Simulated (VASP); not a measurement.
# Ti (P6_3/mmc) in VASP: notebook

The runs below take Ti through single point, with r2SCAN.

Program: VASP 6.6.1. These are calculated values, not measurements. Logs are shortened: lines on timing, memory, paths and dates and some standing lists are left out, and cuts for length are marked.

**1. The cell of the first run**

It takes space group P6_3/mmc (No. 194, hexagonal). The conventional cell has a = 2.867 Å, b = 2.867 Å, c = 4.638 Å, α = 90.00°, β = 90.00°, γ = 120.00°. Ti (site symmetry -6m2) has 12 Ti at 2.85 to 2.87 Å within 3.8 Å.

**2. Single point, r2SCAN**

The input, POSCAR:

```
Ti
1.0
    2.8666000000      0.0000000000      0.0000000000
   -1.4333000000      2.4825484225      0.0000000000
    0.0000000000      0.0000000000      4.6384185731
Ti
2
Direct
    0.3333333333      0.6666666667      0.2500000000
    0.6666666667      0.3333333333      0.7500000000
```

The input, INCAR.step1:

```
PREC     = Accurate       # precision mode
ENCUT    = 520            # plane-wave cutoff, eV
ISMEAR   = 1              # smearing method
SIGMA    = 0.05           # smearing width, eV
LREAL    = F              # projectors in reciprocal space
LASPH    = T              # aspherical terms in the spheres
NELM     = 60             # most SCF steps
NBANDS   = 19             # bands
GGA      = PE             # functional
ALGO     = Normal         # electronic algorithm
EDIFF    = 1E-4           # SCF threshold, eV
LWAVE    = T              # write WAVECAR
LCHARG   = F              # write CHGCAR
```

The input, INCAR.step2:

```
PREC     = Accurate       # precision mode
ENCUT    = 520            # plane-wave cutoff, eV
EDIFF    = 1E-7           # SCF threshold, eV
ISMEAR   = 1              # smearing method
SIGMA    = 0.05           # smearing width, eV
LREAL    = F              # projectors in reciprocal space
LASPH    = T              # aspherical terms in the spheres
NELM     = 60             # most SCF steps
ALGO     = Normal         # electronic algorithm
ISIF     = 2              # what is computed and relaxed
LWAVE    = F              # write WAVECAR
LCHARG   = T              # write CHGCAR
METAGGA  = R2SCAN         # meta-GGA
LMIXTAU  = T            
LELF     = T              # ELF
LVHAR    = T            
NBANDS   = 19             # bands
ISTART   = 1
```

The input, KPOINTS:

```
regular mesh
0
Gamma
  18 18 10
```

Potentials or basis: VASP PAW PBE potentials, release 64 (Ti_sv).

Launch:

```sh
> cat potpaw_PBE.64/Ti_sv/POTCAR > POTCAR
> cp INCAR.step1 INCAR
> mpirun -np 1 vasp_std > vasp.out
> cp INCAR.step2 INCAR
> mpirun -np 1 vasp_std > vasp.out
```

OUTCAR:

```text
PREC = Accurate
   ENCUT = 520
   EDIFF = 1E-7
   ISMEAR = 1
   LREAL = F
   LASPH = T
   NELM = 60
   ISIF = 2
   METAGGA = R2SCAN
   ISTART = 1

 ion  position               nearest neighbor table
   1  0.333  0.667  0.250-   2 2.85   2 2.85   2 2.85   2 2.85   2 2.85   2 2.85
   2  0.667  0.333  0.750-   1 2.85   1 2.85   1 2.85   1 2.85   1 2.85   1 2.85

  LATTYP: Found a hexagonal cell.
 ALAT       =     2.8666000000
 C/A-ratio  =     1.6180906206

  Lattice vectors:

 A1 = (   2.8666000000,   0.0000000000,   0.0000000000)
 A2 = (  -1.4333000000,   2.4825484225,   0.0000000000)
 A3 = (   0.0000000000,   0.0000000000,   4.6384185731)

Analysis of symmetry for initial positions (statically):
=====================================================================
 Subroutine PRICEL returns:
 Original cell was already a primitive cell.

 Routine SETGRP: Setting up the symmetry group for a
 hexagonal supercell.

 Subroutine GETGRP returns: Found 24 space group operations
 (whereof 12 operations were pure point group operations)
 out of a pool of 24 trial point group operations.

The static configuration has the point symmetry D_3d.
 The point group associated with its full space group is D_6h.

Analysis of symmetry for dynamics (positions and initial velocities):
=====================================================================
 Subroutine PRICEL returns:
 Original cell was already a primitive cell.

 Routine SETGRP: Setting up the symmetry group for a
 hexagonal supercell.

 Subroutine GETGRP returns: Found 24 space group operations
 (whereof 12 operations were pure point group operations)
 out of a pool of 24 trial point group operations.

The dynamic configuration has the point symmetry D_3d.
 The point group associated with its full space group is D_6h.

 Subroutine INISYM returns: Found 24 space group operations
 (whereof 12 operations are pure point group operations),
 and found     1 'primitive' translations

----------------------------------------------------------------------------------------

                                     Primitive cell

  volume of cell :      33.0092

  direct lattice vectors                    reciprocal lattice vectors
     2.866600000  0.000000000  0.000000000     0.348845322  0.201405941  0.000000000
    -1.433300000  2.482548422  0.000000000     0.000000000  0.402811881  0.000000000
     0.000000000  0.000000000  4.638418573     0.000000000  0.000000000  0.215590720

  length of vectors
     2.866600000  2.866600000  4.638418573     0.402811881  0.402811881  0.215590720

  position of ions in fractional coordinates (direct lattice)
     0.333333333  0.666666667  0.250000000
     0.666666667  0.333333333  0.750000000

  ion indices of the primitive-cell ions
   primitive index   ion index
                 1           1
                 2           2

----------------------------------------------------------------------------------------

 KPOINTS: regular mesh

Automatic generation of k-mesh.
 Grid dimensions read from file:
 generate k-points for:   18   18   10

 Generating k-lattice:

  Cartesian coordinates                     Fractional coordinates (reciprocal lattice)
     0.019380296  0.011189219  0.000000000     0.055555556  0.000000000  0.000000000
     0.000000000  0.022378438  0.000000000     0.000000000  0.055555556  0.000000000
     0.000000000  0.000000000  0.021559072     0.000000000  0.000000000  0.100000000

  Length of vectors
     0.022378438  0.022378438  0.021559072

  Shift w.r.t. Gamma in fractional coordinates (k-lattice)
     0.000000000  0.000000000  0.000000000

 Subroutine IBZKPT returns following result:
 ===========================================

 Found    222 irreducible k-points:

 Following reciprocal coordinates:
            Coordinates               Weight
  0.000000  0.000000  0.000000      1.000000
  0.055556  0.000000  0.000000      6.000000
  0.111111  0.000000  0.000000      6.000000
  0.166667  0.000000  0.000000      6.000000
  0.222222  0.000000  0.000000      6.000000
  0.277778  0.000000  0.000000      6.000000
[... 16 lines left out ...]
  0.333333  0.111111  0.000000     12.000000
  0.388889  0.111111  0.000000     12.000000
 [... further k-points ...]
   k-points           NKPTS =    222   k-points in BZ     NKDIM =    222   number of bands    NBANDS=     19
   number of dos      NEDOS =    301   number of ions     NIONS =      2
   total plane-waves  NPLWV =  20736
   dimension x,y,z NGX =    24 NGY =   24 NGZ =   36
   dimension x,y,z NGXF=    48 NGYF=   48 NGZF=   72
   ions per type =               2
   NGX,Y,Z   is equivalent  to a cutoff of  13.92, 13.92, 12.90 a.u.
   NGXF,Y,Z  is equivalent  to a cutoff of  27.84, 27.84, 25.81 a.u.
 SYSTEM =  unknown system
   PREC   = accura    normal or accurate (medium, high low for compatibility)
   ISTART =      1    job   : 0-new  1-cont  2-samecut
   ICHARG =      0    charge: 1-file 2-atom 10-const
   ISPIN  =      1    spin polarized calculation?
   LNONCOLLINEAR =      F non collinear calculations
   LSORBIT =      F    spin-orbit coupling
   LASPH  =      T    aspherical Exc in radial PAW
   ENCUT  =  520.0 eV  38.22 Ry    6.18 a.u.   5.33  5.33  8.62*2*pi/ulx,y,z
   NELM   =     60;   NELMIN=  2; NELMDL=  0     # of ELM steps
   EDIFF  = 0.1E-06   stopping-criterion for ELM
   LREAL  =      F    real-space projection
   EDIFFG = 0.1E-05   stopping-criterion for IOM
   NSW    =      0    number of steps for IOM
   IBRION =     -1    ionic relax: 0-MD 1-quasi-New 2-CG
   NFREE  =      0    steps in history (QN), initial steepest desc. (CG)
   ISIF   =      2    stress and relaxation
   ISYM   =      2    0-nonsym 1-usesym 2-fastsym
   POTIM  = 0.5000    time-step for ionic-motion
   TEBEG  =    0.0;   TEEND  =   0.0 temperature during run
   PSTRESS=    0.0 pullay stress
   NELECT =      24.0000    total number of electrons
   NUPDOWN=      -1.0000    fix difference up-down
   EMIN   =  10.00;   EMAX   =-10.00  energy-range for DOS
   EFERMI =   0.00;   METHOD = LEGACY
   ISMEAR =     1;   SIGMA  =   0.05  broadening in eV -4-tet -1-fermi 0-gaus
   EFERMI_NEDOS =   21; number of points for ismear=-14 and -15
   IALGO  =     38    algorithm
   IMIX   =      4    mixing-type and parameters
     AMIX     =   0.40;   BMIX     =  1.00
     AMIX_MAG =   1.60;   BMIX_MAG =  1.00
  volume/ion in A,a.u.               =      16.50       111.38
  Fermi-wavevector in a.u.,A,eV,Ry     =   1.472088  2.781842 29.484395  2.167042
  Thomas-Fermi vector in A             =   2.587145
   LORBIT       =      0    0 simple, 1 ext, 2 COOP (PROOUT), +10 PAW based schemes
   METAGGA = R2SCAN    functional components
   LHFCALC =     F    Hartree Fock is set to
   AEXX    =    0.0000 exact exchange contribution
   IVDW    =     0    specifies the selected vdW correction
   LEPSILON=     F    determine dielectric tensor
   LRPA    =     F    only Hartree local field effects (RPA)
 non-spin polarized calculation
 Methfessel and Paxton  Order N= 1 SIGMA  =   0.05
  energy-cutoff  :      520.00
  volume of cell :       33.01
 maximum number of plane-waves:       905
 NGX is ok and might be reduce to    24
   NGX = 11   NGY = 11   NGZ = 17

 number of electron      24.0000006 magnetization

 Free energy of the ion-electron system (eV)
  ---------------------------------------------------
  ext. energy  EPLUGINS =         0.00000000
  ---------------------------------------------------
  free energy    TOTEN  =       -25.86255812 eV

  energy without entropy =      -25.86263681  energy(sigma->0) =      -25.86258435

 E-fermi :   8.9556     XC(G=0): -12.6607

 val. band max:        8.9415500979   @ k =   0.3333   0.2222   0.3000
 cond. band min:       8.9591985454   @ k =   0.1111   0.1111   0.3000
 fundamental gap:      0.0176484475
 Fermi energy:         8.9556026410

 k-point     1 :       0.0000    0.0000    0.0000
  band No.  band energies     occupation
      1     -50.1842      2.00000
      2     -50.0212      2.00000
      3     -25.7915      2.00000
      4     -25.0125      2.00000
      5     -25.0124      2.00000
      6     -24.9593      2.00000
[... 11 lines left out ...]
     18      10.9959      0.00000
     19      12.5587      0.00000

 k-point     2 :       0.0556    0.0000    0.0000
  band No.  band energies     occupation
      1     -50.1801      2.00000
      2     -50.0193      2.00000
      3     -25.7831      2.00000
      4     -25.0310      2.00000
      5     -25.0184      2.00000
      6     -24.9623      2.00000
[... 11 lines left out ...]
     18      10.9388      0.00000
     19      12.5881      0.00000

 k-point     3 :       0.1111    0.0000    0.0000
  band No.  band energies     occupation
      1     -50.1682      2.00000
      2     -50.0139      2.00000
      3     -25.7584      2.00000
      4     -25.0846      2.00000
      5     -25.0351      2.00000
      6     -24.9797      2.00000
[... 11 lines left out ...]
     18      10.7871      0.00000
     19      12.6604      0.00000

 k-point     4 :       0.1667    0.0000    0.0000
  band No.  band energies     occupation
      1     -50.1496      2.00000
      2     -50.0058      2.00000
      3     -25.7190      2.00000
      4     -25.1671      2.00000
      5     -25.0619      2.00000
      6     -25.0601      2.00000
[... 11 lines left out ...]
     18      10.9459      0.00000
     19      12.7463      0.00000

 k-point     5 :       0.2222    0.0000    0.0000
  band No.  band energies     occupation
      1     -50.1262      2.00000
      2     -49.9966      2.00000
      3     -25.6677      2.00000
      4     -25.2690      2.00000
      5     -25.1602      2.00000
      6     -25.0899      2.00000
[... 11 lines left out ...]
     18      11.3223      0.00000
     19      12.8248      0.00000
[... 334 lines left out ...]
      2     -49.9852      2.00000
      3     -25.5886      2.00000
      4     -25.3747      2.00000
      5     -25.3047      2.00000
      6     -25.1256      2.00000
[... 11 lines left out ...]
     18      12.1230      0.00000
     19      12.8114      0.00000

 k-point    22 :       0.2778    0.1111    0.0000
  band No.  band energies     occupation
      1     -50.0673      2.00000
      2     -49.9791      2.00000
      3     -25.5267      2.00000
      4     -25.4696      2.00000
      5     -25.3721      2.00000
      6     -25.1683      2.00000
[... 11 lines left out ...]
     18      12.6523      0.00000
     19      12.8359      0.00000

 k-point    23 :       0.3333    0.1111    0.0000
  band No.  band energies     occupation
      1     -50.0451      2.00000
      2     -49.9760      2.00000
      3     -25.5468      2.00000
      4     -25.4668      2.00000
      5     -25.4264      2.00000
      6     -25.2029      2.00000
[... 11 lines left out ...]
     18      12.8511      0.00000
     19      13.1904      0.00000

 k-point    24 :       0.3889    0.1111    0.0000
  band No.  band energies     occupation
      1     -50.0289      2.00000
      2     -49.9757      2.00000
      3     -25.5970      2.00000
      4     -25.4617      2.00000
      5     -25.4187      2.00000
      6     -25.2252      2.00000
[... 11 lines left out ...]
     18      12.8588      0.00000
     19      13.7151      0.00000

 [... further k-points ...]

------------------------ aborting loop because EDIFF is reached ----------------------------------------

  FORCE on cell =-STRESS in cart. coord.  units (eV):
  Direction    XX          YY          ZZ          XY          YZ          ZX
  --------------------------------------------------------------------------------------
  -------------------------------------------------------------------------------------
  Total        1.5338352      1.5338352      0.9190858      0.0000000      0.0000000      0.0000000
  in kB       74.4482557     74.4482557     44.6099657      0.0000000      0.0000000      0.0000000
  external PRESSURE =      64.5021591 kB  Pullay stress =       0.0000000 kB

 VOLUME and BASIS-vectors are now :
 -----------------------------------------------------------------------------
  energy-cutoff  :      520.00
  volume of cell :       33.01
      direct lattice vectors                 reciprocal lattice vectors
     2.866600000  0.000000000  0.000000000     0.348845322  0.201405941  0.000000000
    -1.433300000  2.482548422  0.000000000     0.000000000  0.402811881  0.000000000
     0.000000000  0.000000000  4.638418573     0.000000000  0.000000000  0.215590720

 POSITION                                       TOTAL-FORCE (eV/Angst)
 -----------------------------------------------------------------------------------
     -0.00000      1.65503      1.15960        -0.000000      0.000000      0.000000
      1.43330      0.82752      3.47881         0.000000     -0.000000      0.000000
 -----------------------------------------------------------------------------------
    total drift:                                0.000000     -0.000000      0.000000

  FREE ENERGIE OF THE ION-ELECTRON SYSTEM (eV)
  ---------------------------------------------------
  free  energy   TOTEN  =       -25.8625581247 eV

  energy  without entropy=      -25.8626368054  energy(sigma->0) =      -25.86258435
```

It took 10 min on 1 thread of Intel Xeon 8259CL, shared host; peak memory 0.25 GiB.

Results:

* Free energy: -25.8626 eV
* Pressure: 6.5 GPa
* Band gap on the k mesh: zero (bands 12 and 13 overlap by 1.26 eV)

Stress tensor (GPa, compression positive):
```
7.44 0.00 0.00
0.00 7.44 0.00
0.00 0.00 4.46
```

Levels at points of the mesh, in eV from the Fermi level:
| k point | band 9 | band 10 | band 11 | band 12 | band 13 | band 14 | band 15 | band 16 |
| --- | --- | --- | --- | --- | --- | --- | --- | --- |
| (0.00, 0.00, 0.00) | -6.73 | -3.00 | 0.49 | 0.86 | 0.92 | 0.92 | 1.45 | 1.45 |
| (0.50, 0.00, 0.00) | -2.57 | -2.43 | -2.12 | -0.69 | 0.65 | 0.74 | 1.25 | 3.85 |
| (0.00, 0.00, 0.50) | -4.77 | -4.77 | -0.04 | -0.04 | 0.87 | 0.87 | 0.87 | 0.87 |
| (0.50, 0.00, 0.50) | -2.83 | -2.83 | -0.98 | -0.98 | 1.41 | 1.41 | 2.08 | 2.08 |

Caveat: the cell stands under pressure; the PAW data sets were made with another functional, which shifts forces and pressure a little.

(Continued in part 2 of 2.)
